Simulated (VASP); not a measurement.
## RbSi2: single point with PBE+D3(BJ)

Crystal: RbSi2.

```
CELL_PARAMETERS angstrom
-2.45272 2.45272 4.54173
2.45272 -2.45272 4.54173
2.45272 2.45272 -4.54173
ATOMIC_POSITIONS crystal
Rb 0.00000 0.00000 0.00000
Si 0.37940 0.37940 0.00000
Si 0.62060 0.62060 0.00000
```

```yaml
Program: VASP 6.6.1
Task: single point
Functional: PBE
Dispersion: D3(BJ)
Potentials_or_basis: VASP PAW PBE potentials, release 64 (Rb_sv, Si)
Cutoff: 520 eV
k_mesh: 14 × 14 × 14
Occupations: gaussian, width 0.1 eV
Spin: no spin polarisation
```

```
Pressure                   : 0.0 GPa
Dispersion energy per atom : -0.190 eV
```

Forces in eV/Å, atoms in the order of the input:
```
Rb   0.000  0.000  0.000
Si   0.000  0.000 -0.002
Si   0.000  0.000  0.002
```

Levels at points of the mesh, in eV from the Fermi level:
```tsv
k point	band 5	band 6	band 7	band 8	band 9	band 10	band 11	band 12	band 13	band 14
(0.00, 0.00, 0.00)	-8.09	-3.37	-1.40	0.51	0.51	1.67	1.67	4.22	4.53	5.52
(0.50, 0.00, 0.00)	-7.51	-4.21	-1.04	-0.47	-0.17	2.45	2.84	4.79	5.58	5.58
(0.50, 0.50, 0.00)	-7.74	-3.81	-1.02	-0.46	-0.02	0.36	3.28	5.62	6.01	6.17
(0.50, 0.50, 0.50)	-7.74	-4.57	-0.12	-0.12	0.40	3.22	3.81	3.81	4.14	6.31
```

Run time: 7.3 min on 1 thread of AMD EPYC 9R45 96-Core Processor (Zen 5), with other jobs on the host, peak memory 0.57 GiB.

Caveat: pairwise dispersion overbinds metals, which lowers pressure and volume.
